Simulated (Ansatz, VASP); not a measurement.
**AlNi in VASP and in Ansatz**

```
Al Ni
1.0
     2.02238   -2.02238    0.00000
     2.02238    2.02238    0.00000
     0.00000    0.00000    2.90114
Al Ni
1 1
Direct
  0.00000 0.00000 0.00000
  0.50000 0.50000 0.50000
```

Change from the starting cell: strain -0.0100 x Voigt [1, 1, 0, 0, 0, 0], atoms carried along.

Alike in both runs: task single point; functional PBE; k mesh 20 × 20 × 20; occupations gaussian, width 0.15 eV; no spin polarisation.

|  | VASP | Ansatz |
| --- | --- | --- |
| version | VASP 6.6.1 | Ansatz 0.2.0 |
| potentials or method | VASP PAW PBE potentials, release 64 (Al, Ni), cutoff 520 eV | scalar-relativistic, plane waves, PAW |
| valence electrons in the cell | 13 | 21 |

```csv
,VASP,Ansatz,Ansatz less VASP
gap on the k mesh at the Fermi level (eV),none,none,-
pressure (GPa),3.2,3.4,+0.21
"traceless stress, the component that is largest in VASP (GPa)",-0.70,-0.68,+0.021
```

A gap of «none» marks a metal or a gap that the smearing closes. With one functional, cell and mesh, what is left measures potentials, basis and numerics. VASP's potentials hold 13 valence electrons a cell and Ansatz's 21, so a difference there can come from the potentials and not from the codes.
